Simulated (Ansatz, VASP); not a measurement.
**CsBa3: VASP beside Ansatz**

```xyz
4
Lattice="0.0000 5.2213 5.2213 5.2213 0.0000 5.2213 5.2213 5.2213 0.0000" Properties=species:S:1:pos:R:3 pbc="T T T"
Cs    0.0000    0.0000    0.0000
Ba    2.6106    2.6106    2.6106
Ba    7.8319    7.8319    7.8319
Ba    5.2213    5.2213    5.2213
```

Alike in both runs: task single point; functional PBEsol; k mesh 8 × 8 × 8; occupations gaussian, width 0.1 eV; no spin polarisation.

|  | VASP | Ansatz |
| --- | --- | --- |
| version | VASP 6.6.1 | Ansatz 0.2.0 |
| potentials or method | VASP PAW PBE potentials, release 64 (Cs_sv, Ba_sv), cutoff 500 eV | scalar-relativistic, plane waves, PAW |
| valence electrons in the cell | 39 | 39 |

|  | VASP | Ansatz | Ansatz less VASP |
| --- | --- | --- | --- |
| gap on the k mesh at the Fermi level (eV) | none | none | - |
| pressure (GPa) | -0.5 | -0.5 | -0.02 |

VASP's potentials were made for PBE, not for PBEsol. A gap of «none» marks a metal or a gap that the smearing closes.

Spin-orbit coupling is off throughout.
